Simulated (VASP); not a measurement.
# Sb (P2_1/m) in VASP: further runs

The runs below take Sb through single point, relaxation of cell and atoms, with PBE+D3(BJ).

All numbers are computed with VASP 6.6.1; they aren't measurements. Logs are shortened: lines on timing, memory, paths and dates and some standing lists are left out, and cuts for length are marked.

## Step 1: The cell of the first run

The typed cell holds 2 atoms: a = 3.063 Å, b = 4.325 Å, c = 4.326 Å, α = 90.00°, β = 90.02°, γ = 90.00°.

## Step 2: Single point, PBE+D3(BJ)

File INCAR:

```
ALGO = Normal ; EDIFF = 1E-6
ENCUT = 520 ; GGA = PE
ISIF = 2 ; ISMEAR = 0
IVDW = 12 ; LASPH = True
LCHARG = True ; LELF = True
LREAL = False ; LVHAR = True
LWAVE = False ; NBANDS = 12
NELM = 100 ; PREC = Accurate
SIGMA = 0.1
```

File KPOINTS:

```
k-points
0
Gamma
  14 10 10
```

File POSCAR:

```
Sb
1.0
    3.0632466681      0.0000000000      0.0130652389
    0.0000000000      4.3251956927      0.0000000000
   -0.0197420880      0.0000000000      4.3261661971
Sb
2
Direct
    0.9997370974      0.7500000000      0.7499946706
    0.0002629026      0.2500000000      0.2500053294
```

Potentials or basis: VASP PAW PBE potentials, release 64 (Sb).

On the command line:

```
> cat potpaw_PBE.64/Sb/POTCAR > POTCAR
> mpirun -np 1 vasp_std > vasp.out
```

OUTCAR:

```text
EDIFF = 1E-6
   ENCUT = 520
   GGA = PE
   ISIF = 2
   ISMEAR = 0
   IVDW = 12
   LASPH = True
   LREAL = False
   NELM = 100
   PREC = Accurate
 IVDW          = 12

 ion  position               nearest neighbor table
   1  1.000  0.750  0.750-   2 3.06   2 3.06   2 3.06   2 3.06
   2  0.000  0.250  0.250-   1 3.06   1 3.06   1 3.06   1 3.06

  LATTYP: Found a simple monoclinic cell.
 ALAT       =     3.0632745306
 B/A-ratio  =     1.4119517038
 C/A-ratio  =     1.4122832280
 COS(beta)  =    -0.0002982478

  Lattice vectors:

 A1 = (   3.0632466681,   0.0000000000,   0.0130652389)
 A2 = (   0.0000000000,   4.3251956927,   0.0000000000)
 A3 = (  -0.0197420880,   0.0000000000,   4.3261661971)

Analysis of symmetry for initial positions (statically):
=====================================================================
 Subroutine PRICEL returns:
 Original cell was already a primitive cell.

 Routine SETGRP: Setting up the symmetry group for a
 simple monoclinic supercell.

 Subroutine GETGRP returns: Found  4 space group operations
 (whereof  2 operations were pure point group operations)
 out of a pool of  4 trial point group operations.

The static configuration has the point symmetry S_2 .
 The point group associated with its full space group is C_2h.

Analysis of symmetry for dynamics (positions and initial velocities):
=====================================================================
 Subroutine PRICEL returns:
 Original cell was already a primitive cell.

 Routine SETGRP: Setting up the symmetry group for a
 simple monoclinic supercell.

 Subroutine GETGRP returns: Found  4 space group operations
 (whereof  2 operations were pure point group operations)
 out of a pool of  4 trial point group operations.

The dynamic configuration has the point symmetry S_2 .
 The point group associated with its full space group is C_2h.

 Subroutine INISYM returns: Found  4 space group operations
 (whereof  2 operations are pure point group operations),
 and found     1 'primitive' translations

----------------------------------------------------------------------------------------

                                     Primitive cell

  volume of cell :      57.3191

  direct lattice vectors                    reciprocal lattice vectors
     3.063246668  0.000000000  0.013065239     0.326444666  0.000000000  0.001489702
     0.000000000  4.325195693  0.000000000     0.000000000  0.231203412  0.000000000
    -0.019742088  0.000000000  4.326166197    -0.000985879  0.000000000  0.231147046

  length of vectors
     3.063274531  4.325195693  4.326211243     0.326448065  0.231203412  0.231149148

  position of ions in fractional coordinates (direct lattice)
     0.999737097  0.750000000  0.749994671
     0.000262903  0.250000000  0.250005329

  ion indices of the primitive-cell ions
   primitive index   ion index
                 1           1
                 2           2

----------------------------------------------------------------------------------------

 KPOINTS: k-points

Automatic generation of k-mesh.
 Grid dimensions read from file:
 generate k-points for:   14   10   10

 Generating k-lattice:

  Cartesian coordinates                     Fractional coordinates (reciprocal lattice)
     0.023317476  0.000000000  0.000106407     0.071428571  0.000000000  0.000000000
     0.000000000  0.023120341  0.000000000     0.000000000  0.100000000  0.000000000
    -0.000098588  0.000000000  0.023114705     0.000000000  0.000000000  0.100000000

  Length of vectors
     0.023317719  0.023120341  0.023114915

  Shift w.r.t. Gamma in fractional coordinates (k-lattice)
     0.000000000  0.000000000  0.000000000

 Subroutine IBZKPT returns following result:
 ===========================================

 Found    432 irreducible k-points:

 Following reciprocal coordinates:
            Coordinates               Weight
  0.000000  0.000000  0.000000      1.000000
  0.071429  0.000000  0.000000      2.000000
  0.142857  0.000000  0.000000      2.000000
[... 44 lines left out ...]
  ---------------------------------------------------
  free energy    TOTEN  =        -8.16764850 eV

  energy without entropy =       -8.16158710  energy(sigma->0) =       -8.16461780

 E-fermi :   7.6556     XC(G=0):  -9.7962

 val. band max:        7.6230075691   @ k =   0.3571   0.1000   0.2000
 cond. band min:       7.6602770099   @ k =   0.2143   0.1000   0.4000
 fundamental gap:      0.0372694407
 Fermi energy:         7.6556243854

 k-point     1 :       0.0000    0.0000    0.0000
  band No.  band energies     occupation
      1      -5.0528      2.00000
      2       0.2806      2.00000
      3       3.9307      2.00000
      4       3.9335      2.00000
      5       9.6802      0.00000
      6      10.9909      0.00000
      7      11.0315      0.00000
      8      11.0325      0.00000
      9      14.5990      0.00000
     10      14.6153      0.00000
     11      15.3549      0.00000
     12      16.1593      0.00000

 k-point     2 :       0.0714    0.0000    0.0000
  band No.  band energies     occupation
      1      -4.9759      2.00000
      2       0.3603      2.00000
      3       4.0028      2.00000
      4       4.0056      2.00000
      5       9.7517      0.00000
      6      10.0027      0.00000
      7      11.1082      0.00000
      8      11.1093      0.00000
      9      14.5817      0.00000
     10      14.6748      0.00000
     11      15.2345      0.00000
     12      16.6733      0.00000

 k-point     3 :       0.1429    0.0000    0.0000
  band No.  band energies     occupation
      1      -4.7472      2.00000
      2       0.5993      2.00000
      3       4.2140      2.00000
      4       4.2169      2.00000
      5       8.2300      0.00000
      6       9.9657      0.00000
      7      11.3330      0.00000
      8      11.3341      0.00000
      9      12.9622      0.00000
     10      14.8526      0.00000
     11      15.7468      0.00000
     12      17.5986      0.00000
[... 286 lines left out ...]
 k-point    23 :       0.4286    0.2000    0.0000
  band No.  band energies     occupation
      1      -2.4411      2.00000
      2       1.7408      2.00000
      3       2.5116      2.00000
      4       5.8154      2.00000
      5       6.1752      2.00000
      6       6.9050      2.00000
      7      11.3602      0.00000
      8      11.8332      0.00000
      9      12.3849      0.00000
     10      12.9884      0.00000
     11      13.3231      0.00000
     12      16.4309      0.00000

 k-point    24 :       0.5000    0.2000    0.0000
  band No.  band energies     occupation
      1      -2.1912      2.00000
      2       2.0526      2.00000
      3       2.0852      2.00000
      4       5.4011      2.00000
      5       6.3256      2.00000
      6       7.0074      2.00000
      7      11.5294      0.00000
      8      12.0484      0.00000
      9      12.1196      0.00000
     10      12.6985      0.00000
     11      13.5436      0.00000
     12      16.1233      0.00000

 [... further k-points ...]

------------------------ aborting loop because EDIFF is reached ----------------------------------------

 Edisp (eV)   -0.99753

 E8    (eV) :    -0.4652

  FORCE on cell =-STRESS in cart. coord.  units (eV):
  Direction    XX          YY          ZZ          XY          YZ          ZX
  --------------------------------------------------------------------------------------
  -------------------------------------------------------------------------------------
  Total       0.00220     0.00368     0.00125     0.00000     0.00000     0.00019
  in kB       0.06146     0.10280     0.03490     0.00000     0.00000     0.00545
  external pressure =        0.07 kB  Pullay stress =        0.00 kB

 VOLUME and BASIS-vectors are now :
 -----------------------------------------------------------------------------
  energy-cutoff  :      520.00
  volume of cell :       57.32
      direct lattice vectors                 reciprocal lattice vectors
     3.063246668  0.000000000  0.013065239     0.326444666  0.000000000  0.001489702
     0.000000000  4.325195693  0.000000000     0.000000000  0.231203412  0.000000000
    -0.019742088  0.000000000  4.326166197    -0.000985879  0.000000000  0.231147046

 POSITION                                       TOTAL-FORCE (eV/Angst)
 -----------------------------------------------------------------------------------
      3.04763      3.24390      3.25766         0.000610      0.000000      0.000119
     -0.00413      1.08130      1.08157        -0.000610     -0.000000     -0.000119
 -----------------------------------------------------------------------------------
    total drift:                               -0.000000      0.000000      0.000000

  FREE ENERGIE OF THE ION-ELECTRON SYSTEM (eV)
  ---------------------------------------------------
  free  energy   TOTEN  =        -9.1651737383 eV

  energy  without entropy=       -9.1591123398  energy(sigma->0) =       -9.16214304
```

It took 49 s on 1 thread of Intel Xeon 6975P-C (Granite Rapids), shared host; peak memory 0.37 GiB.

What came out:

```yaml
Free_energy: -9.1652 eV
Pressure: 0.0 GPa
Band_gap_on_the_k_mesh: zero (band 5 reaches 13.14 eV, above the bottom of band 6 at 3.95 eV)
Dispersion_energy_per_atom: -0.499 eV
```

Levels at points of the mesh, in eV from the Fermi level:
```
           k point  band 1  band 2  band 3  band 4  band 5  band 6  band 7  band 8  band 9  band 10
(0.00, 0.00, 0.00)  -12.71   -7.38   -3.72   -3.72    2.02    3.34    3.38    3.38    6.94     6.96
(0.50, 0.00, 0.00)  -10.15   -5.86   -4.29   -1.72   -1.71   -1.68    4.75    4.77    4.78     5.51
(0.00, 0.50, 0.00)  -10.86  -10.86   -1.45   -1.45   -0.94   -0.94    5.10    5.10    8.13     8.13
(0.50, 0.50, 0.00)   -8.26   -8.26   -4.16   -4.16    0.63    0.63    1.66    1.66    5.57     5.57
(0.00, 0.00, 0.50)  -10.86  -10.86   -1.45   -1.45   -0.94   -0.94    5.10    5.10    8.12     8.12
(0.50, 0.00, 0.50)   -8.26   -8.26   -4.16   -4.16    0.64    0.64    1.66    1.66    5.57     5.57
(0.00, 0.50, 0.50)  -10.13  -10.13   -5.87   -5.87    5.48    5.48    5.53    5.53    9.11     9.11
(0.50, 0.50, 0.50)   -7.40   -7.40   -3.74   -3.74   -3.71   -3.71    2.03    2.03    7.72     7.72
```

Caveat: spin-orbit coupling is left out, which moves the levels of the heavy elements; pairwise dispersion overbinds metals, which lowers pressure and volume.

## Step 3: Relaxation of cell and atoms, PBE+D3(BJ)

This run uses another cell than the first one, of 29.90 Å³/atom, 1.043 times its volume.

File INCAR:

```
ALGO     = Normal         # electronic algorithm
EDIFF    = 1E-7           # SCF threshold, eV
EDIFFG   = -0.002         # ionic threshold
ENCUT    = 600            # plane-wave cutoff, eV
GGA      = PE             # functional
IBRION   = 2              # ionic algorithm
ISIF     = 3              # what is computed and relaxed
ISMEAR   = 0              # smearing method
IVDW     = 12             # dispersion correction
LASPH    = T              # aspherical terms in the spheres
LCHARG   = F              # write CHGCAR
LREAL    = F              # projectors in reciprocal space
LWAVE    = F              # write WAVECAR
NELM     = 100            # most SCF steps
NSW      = 100            # ionic steps
PREC     = Accurate       # precision mode
SIGMA    = 0.1            # smearing width, eV
```

KPOINTS is that of step 2.

File POSCAR:

```
Sb
1.0
    3.1224020000      0.0000000000      0.0000000000
    0.0000000000      4.3475180000      0.0000000000
   -0.0389150000      0.0000000000      4.4058520000
Sb
2
Direct
    0.9886110000      0.7500000000      0.7588340000
    0.0113890000      0.2500000000      0.2411660000
```

Potentials or basis: VASP PAW PBE potentials, release 64 (Sb).

On the command line:

```
> cat potpaw_PBE.64/Sb/POTCAR > POTCAR
> mpirun -np 1 vasp_std > vasp.out
```

Run time: 12 min. Hardware: 1 thread of Intel Xeon 6975P-C (Granite Rapids), shared host; peak memory 0.45 GiB.

It converged, with:

| Quantity | Value |
| --- | --- |
| Free energy | -9.1653 eV |
| Relaxed volume | 28.66 Å³/atom |
| Relaxed cell | a = 3.063 Å, b = 4.326 Å, c = 4.326 Å, α = 90.00°, β = 90.01°, γ = 90.00° |
| Space group after relaxing (to 0.05 Å) | Pm-3m (No. 221) |
| Energy gained by relaxing | 13.4 meV/atom |
| Ionic steps | 23 |
| Pressure after relaxing | 0.0 GPa |
| Band gap on the k mesh | zero (band 5 reaches 13.14 eV, above the bottom of band 6 at 3.94 eV) |
| Dispersion energy per atom | -0.499 eV |

The path:
```
step  energy change (eV)  largest force (eV/Å)  pressure (GPa)  volume (Å³)
   1              0.0000                0.1176           -2.25        59.81
   2             -0.0153                0.1952            1.34        56.25
   3             -0.0195                0.1740            0.11        57.33
   4             -0.0222                0.1357            0.10        57.29
   5             -0.0256                0.0327            0.16        57.17
   6             -0.0258                0.0203           -0.22        57.51
   7             -0.0262                0.0233           -0.04        57.35
   8             -0.0262                0.0232           -0.05        57.36
   9             -0.0263                0.0206            0.01        57.30
  10             -0.0263                0.0192            0.07        57.25
  11             -0.0264                0.0188            0.05        57.27
  12             -0.0265                0.0191           -0.03        57.34
  13             -0.0265                0.0195           -0.04        57.37
  14             -0.0265                0.0193           -0.05        57.37
  15             -0.0266                0.0196           -0.06        57.38
  16             -0.0267                0.0235           -0.07        57.39
  17             -0.0268                0.0192            0.03        57.30
  18             -0.0268                0.0184            0.05        57.28
  19             -0.0268                0.0117            0.03        57.30
  20             -0.0268                0.0016           -0.01        57.34
  21             -0.0268                0.0020            0.01        57.31
  22             -0.0268                0.0018            0.00        57.32
  23             -0.0268                0.0017            0.00        57.32
```

Final structure:
```yaml
crystal:
  lattice:
    - [3.06330, 0.00000, 0.01327]
    - [0.00000, 4.32583, 0.00000]
    - [-0.01941, 0.00000, 4.32583]
  atoms:
    - { symbol: Sb, position: [0.99938, 0.75000, 0.75004] }
    - { symbol: Sb, position: [0.00062, 0.25000, 0.24996] }
```

Levels at points of the mesh, in eV from the Fermi level:
| k point | band 3 | band 4 | band 5 | band 6 | band 7 | band 8 |
| --- | --- | --- | --- | --- | --- | --- |
| (0.00, 0.00, 0.00) | -3.72 | -3.72 | 2.02 | 3.34 | 3.38 | 3.38 |
| (0.50, 0.00, 0.00) | -4.29 | -1.72 | -1.72 | -1.68 | 4.76 | 4.77 |
| (0.00, 0.50, 0.00) | -1.45 | -1.45 | -0.94 | -0.94 | 5.10 | 5.10 |
| (0.50, 0.50, 0.00) | -4.16 | -4.16 | 0.64 | 0.64 | 1.66 | 1.66 |
| (0.00, 0.00, 0.50) | -1.45 | -1.45 | -0.94 | -0.94 | 5.10 | 5.10 |
| (0.50, 0.00, 0.50) | -4.16 | -4.16 | 0.63 | 0.64 | 1.66 | 1.66 |
| (0.00, 0.50, 0.50) | -5.87 | -5.87 | 5.48 | 5.48 | 5.53 | 5.53 |
| (0.50, 0.50, 0.50) | -3.74 | -3.74 | -3.71 | -3.71 | 2.03 | 2.03 |

Caveat: spin-orbit coupling is left out, which moves the levels of the heavy elements; pairwise dispersion overbinds metals, which lowers pressure and volume.

## Step 4: Single point, PBE+D3(BJ)

This run uses another cell than the first one, of 29.90 Å³/atom, 1.043 times its volume.

File INCAR:

```
SYSTEM = Sb
ALGO     = Normal         ! electronic algorithm
EDIFF    = 1E-6           ! SCF threshold, eV
ENCUT    = 520            ! plane-wave cutoff, eV
GGA      = PE             ! functional
ISIF     = 2              ! what is computed and relaxed
ISMEAR   = 0              ! smearing method
IVDW     = 12             ! dispersion correction
LASPH    = .True.         ! aspherical terms in the spheres
LCHARG   = .False.        ! write CHGCAR
LREAL    = .False.        ! projectors in reciprocal space
LWAVE    = .False.        ! write WAVECAR
NBANDS   = 12             ! bands
NELM     = 100            ! most SCF steps
PREC     = Accurate       ! precision mode
SIGMA    = 0.1            ! smearing width, eV
```

File KPOINTS:

```
k-points
0
Gamma
  6 4 4
  0 0 0
```

POSCAR is that of step 3.

On the command line:

```
> cat potpaw_PBE.64/Sb/POTCAR > POTCAR
> mpirun -np 1 vasp_std > vasp.out
```

It took 7.2 s on 1 thread of Intel Xeon 6975P-C (Granite Rapids), shared host; peak memory 0.18 GiB.

Results (log left out):

```yaml
Free_energy: -9.1652 eV
Pressure: -1.9 GPa
Largest_force: 0.074 eV/Å
Band_gap_on_the_k_mesh: zero (band 5 reaches 12.22 eV, above the bottom of band 6 at 3.63 eV)
Dispersion_energy_per_atom: -0.477 eV
```

Forces in eV/Å, atoms in the order of the input:
```
Sb   0.031  0.000 -0.067
Sb  -0.031  0.000  0.067
```

Stress tensor (GPa, compression positive):
```
-5.93  0.00  0.04
 0.00  0.34  0.00
 0.04  0.00 -0.03
```

Levels at points of the mesh, in eV from the Fermi level:
| k point | band 1 | band 2 | band 3 | band 4 | band 5 | band 6 | band 7 | band 8 | band 9 | band 10 |
| --- | --- | --- | --- | --- | --- | --- | --- | --- | --- | --- |
| (0.00, 0.00, 0.00) | -12.31 | -7.24 | -3.50 | -3.37 | 2.19 | 3.16 | 3.39 | 3.52 | 6.76 | 7.06 |
| (0.50, 0.00, 0.00) | -9.97 | -5.51 | -4.45 | -1.65 | -1.52 | -1.45 | 4.61 | 4.90 | 4.91 | 5.42 |
| (0.00, 0.50, 0.00) | -10.51 | -10.51 | -1.36 | -1.36 | -0.78 | -0.78 | 4.85 | 4.85 | 8.24 | 8.24 |
| (0.50, 0.50, 0.00) | -8.13 | -8.13 | -3.84 | -3.84 | 0.59 | 0.59 | 1.58 | 1.58 | 5.64 | 5.64 |
| (0.00, 0.00, 0.50) | -10.76 | -10.33 | -1.46 | -0.93 | -0.80 | -0.65 | 4.63 | 5.01 | 7.91 | 8.09 |
| (0.50, 0.00, 0.50) | -8.40 | -7.93 | -4.02 | -3.71 | 0.44 | 1.02 | 1.60 | 1.70 | 5.60 | 5.90 |
| (0.00, 0.50, 0.50) | -9.86 | -9.86 | -5.49 | -5.49 | 5.18 | 5.18 | 5.44 | 5.44 | 9.03 | 9.03 |
| (0.50, 0.50, 0.50) | -7.38 | -7.38 | -3.51 | -3.51 | -3.41 | -3.41 | 2.24 | 2.24 | 7.44 | 7.44 |

Caveat: the k points lie up to 0.36 Å⁻¹ apart; spin-orbit coupling is left out, which moves the levels of the heavy elements; pairwise dispersion overbinds metals, which lowers pressure and volume.

## Step 5: Summary

```tsv
task	cell	k mesh	cutoff (eV)	gap on the mesh (eV)	pressure (GPa)
single point	a = 3.063, b = 4.325, c = 4.326 Å, 2 atoms	14 × 10 × 10	520	none	0.0
relaxation of cell and atoms	relaxed from a = 3.122, b = 4.348, c = 4.406 Å, angles 90.0, 90.5, 90.0°, 2 atoms	14 × 10 × 10	600	none	0.0
single point	a = 3.122, b = 4.348, c = 4.406 Å, angles 90.0, 90.5, 90.0°, 2 atoms	6 × 4 × 4	520	none	-1.9
```

Alike in all rows: level PBE+D3(BJ); potentials or basis VASP PAW PBE potentials, release 64 (Sb); no spin polarisation; smearing gaussian 0.1 eV.

Caveats: some runs use coarse meshes; spin-orbit coupling is left out, which moves the levels of the heavy elements; pairwise dispersion overbinds metals, which lowers pressure and volume.

Total energies depend on the potentials used, so only differences within one code and one set of settings carry meaning.
